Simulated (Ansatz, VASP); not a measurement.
One calculation of Cu, two programs

```xyz
3
Lattice="3.9946 0.0000 0.0000 -1.9973 3.4594 0.0000 0.0000 0.0000 2.4701" Properties=species:S:1:pos:R:3 pbc="T T T"
Cu    1.3315    0.0000    0.8234
Cu   -0.6658    1.1531    1.6467
Cu    1.3315    2.3063    0.0000
```

Alike in both runs: functional PBEsol; k mesh 6 × 6 × 6; occupations gaussian, width 0.1 eV; no spin polarisation.

Ansatz relaxed the structure, and its values are those at the end. VASP's run is a single point on that final structure, the one shown.

|  | VASP | Ansatz |
| --- | --- | --- |
| version | VASP 6.6.1 | Ansatz 0.2.0 |
| potentials or method | VASP PAW PBE potentials, release 64 (Cu), cutoff 600 eV | scalar-relativistic, plane waves, PAW |
| valence electrons in the cell | 33 | 57 |

```tsv
	VASP	Ansatz	Ansatz less VASP
gap on the k mesh at the Fermi level (eV)	none	none	-
pressure (GPa)	0.7	0.0	-0.78
```

VASP's potentials were made for PBE, not for PBEsol. A gap of «none» marks a metal or a gap that the smearing closes. VASP's potentials hold 33 valence electrons a cell and Ansatz's 57, so a difference there can come from the potentials and not from the codes.

The k mesh is coarse, so the values compare programs but aren't converged.
